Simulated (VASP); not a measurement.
Wanted: the native input for a VASP 6.6.1 run.

- Task: relaxation of cell and atoms
- Functional: PBE
- Potentials or basis: VASP PAW PBE potentials, release 64 (Zr_sv)
- Cutoff: 600 eV
- k mesh: 16 × 16 × 16
- Occupations: gaussian, width 0.1 eV
- Spin: no spin polarisation
- Target pressure: -3 GPa
- Dipole correction: no
- Further INCAR settings: ALGO = Fast; EDIFF = 1e-06; IBRION = 2; EDIFFG = -0.008; NSW = 70; ISIF = 3

The structure of Zr lies in POSCAR:

```
Zr
1.0
    0.0000000000      2.2849193353      2.2849193353
    2.2849193353      0.0000000000      2.2849193353
    2.2849193353      2.2849193353      0.0000000000
Zr
1
Direct
    0.0000000000      0.0000000000      0.0000000000
```

This isn't the form of Zr at room conditions, which is hcp.

The input as run:

INCAR

```
PREC     = Accurate       # precision mode
ENCUT    = 600            # plane-wave cutoff, eV
EDIFF    = 1E-6           # SCF threshold, eV
ISMEAR   = 0              # smearing method
SIGMA    = 0.1            # smearing width, eV
LREAL    = F              # projectors in reciprocal space
LASPH    = T              # aspherical terms in the spheres
NELM     = 80             # most SCF steps
ALGO     = Fast           # electronic algorithm
ISIF     = 3              # what is computed and relaxed
LWAVE    = F              # write WAVECAR
LCHARG   = F              # write CHGCAR
GGA      = PE             # functional
IBRION   = 2              # ionic algorithm
NSW      = 70             # ionic steps
EDIFFG   = -0.008         # ionic threshold
PSTRESS  = -30.0
```

KPOINTS

```
regular mesh
0
Gamma
  16 16 16
```

Potentials or basis: VASP PAW PBE potentials, release 64 (Zr_sv).

Command:

```sh
$ cat potpaw_PBE.64/Zr_sv/POTCAR > POTCAR
$ mpirun -np 1 vasp_std > vasp.out
```

It gave:

The relaxed volume is 24.04 Å³/atom and the relaxed cell is a = 3.239 Å, b = 3.239 Å, c = 3.239 Å, α = 60.00°, β = 60.00°, γ = 60.00°. The space group after relaxing (to 0.1 Å) is Fm-3m (No. 225) and the energy change on relaxing (the run minimises the enthalpy) is +3.0 meV/atom. The ionic steps are 3 and the pressure after relaxing is -3.0 GPa. The band gap on the k mesh is zero (bands 6 and 7 overlap by 1.35 eV).

Caveat: the cell is relaxed towards a set pressure, so the run minimises the enthalpy, not the energy.

Wall time 3.2 min on 1 thread of Intel Xeon 8259CL, on a shared host, peak memory 0.19 GiB.
